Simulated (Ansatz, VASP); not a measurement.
**CO2 in VASP and in Ansatz**

```
O C
1.0
    15.00000    0.00000    0.00000
     0.00000   15.50000    0.00000
     0.00000    0.00000   16.00000
O C
2 1
Direct
  0.43027 0.50007 0.46715
  0.56973 0.49993 0.53285
  0.50000 0.50000 0.50000
```

Alike in both runs: functional PBE; k mesh 1 × 1 × 1; occupations gaussian, width 0.005 eV; no spin polarisation.

Ansatz relaxed the structure, and its values are those at the end. VASP's run is a single point on that final structure, the one shown.

```csv
,VASP,Ansatz
version,VASP 6.6.1,Ansatz 0.2.0
potentials or method,"VASP PAW PBE potentials, release 64 (O, C), cutoff 520 eV","scalar-relativistic, plane waves, PAW"
valence electrons in the cell,16,16
```

VASP gave:

| Property | Result |
| --- | --- |
| gap on the k mesh at the Fermi level (eV) | 8.08 |
| rms of the force components (eV/Å) | 0.299 |

Task: What did Ansatz give for the same quantities?

Result: gap on the k mesh at the Fermi level (eV): 8.08; rms of the force components (eV/Å): 0.001.

One of these differences is far larger than is usual between the two programs; its cause wasn't traced.

Noted on VASP's run: the standard files for N, O and F lose accuracy on very short bonds.
